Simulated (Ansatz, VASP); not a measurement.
## BN in VASP and in Ansatz

The input POSCAR:

```
BN
1.0
    0.0000000000      1.8770184836      1.7733753805
    1.8770184836      0.0000000000      1.7733753805
    1.8770184836      1.8770184836      0.0000000000
B N
1 1
Direct
    0.0000000000      0.0000000000      0.0000000000
    0.2500000000      0.2500000000      0.2500000000
```

Contents of INCAR.step1:

```
  PREC = Accurate
  ENCUT = 520
  ISMEAR = 0
  SIGMA = 0.01
  LREAL = False
  LASPH = True
  NELM = 100
  NBANDS = 11
  GGA = PE
  ALGO = Normal
  EDIFF = 1E-4
  LWAVE = True
  LCHARG = False
```

The input INCAR.step2:

```
  PREC = Accurate
  ENCUT = 520
  EDIFF = 1E-7
  ISMEAR = 0
  SIGMA = 0.01
  LREAL = False
  LASPH = True
  NELM = 100
  ALGO = Normal
  ISIF = 2
  LWAVE = False
  LCHARG = False
  METAGGA = R2SCAN
  LMIXTAU = True
  NBANDS = 11
  ISTART = 1
```

KPOINTS

```
Automatic mesh
0
Gamma
  12 12 12
```

Input for Ansatz:

```yaml
crystal:
  lattice:
    - [0.0, 1.8770184836, 1.7733753805]
    - [1.8770184836, 0.0, 1.7733753805]
    - [1.8770184836, 1.8770184836, 0.0]
  atoms:
    - { symbol: B, position: [0.0, 0.0, 0.0] }
    - { symbol: "N", position: [0.25, 0.25, 0.25] }
kpoints:
  mp_grid: { grid: [12, 12, 12] }
  band_path:
    path:
      - [0.0, 0.0, 0.0]
      - [-0.5, -0.5, 0.0]
      - [-0.375, -0.375, 0.25]
      - [-0.375, 0.0, 0.375]
      - [0.0, 0.0, 0.5]
      - [-0.5, -0.25, 0.25]
    npoints: 1
hamiltonian:
  xc: r2scan
scf:
  occupations: { method: fixed }
  n_extra_bands: 4
output:
  forces: true
  stress: true
  eigenvalues: true
```

Change from the starting cell: epitaxial_xy strain +4.0%.

Alike in both runs: task single point; functional r2SCAN; k mesh 12 × 12 × 12; no spin polarisation.

|  | VASP | Ansatz |
| --- | --- | --- |
| version | VASP 6.6.1 | Ansatz 0.2.0 |
| potentials or method | VASP PAW PBE potentials, release 64 (B, N) | plane waves, PAW |
| plane-wave cutoff (eV) | 520 | 500 |
| occupations | gaussian, width 0.01 eV | fixed |
| valence electrons in the cell | 8 | 8 |

|  | VASP | Ansatz | Ansatz less VASP |
| --- | --- | --- | --- |
| gap on the k mesh at the Fermi level (eV) | 3.98 | 3.99 | +0.018 |
| pressure (GPa) | -20.4 | -21.3 | -0.88 |
| traceless stress, the component that is largest in VASP (GPa) | 21.25 | 21.31 | +0.066 |

VASP's potentials were made for PBE, not for r2SCAN.
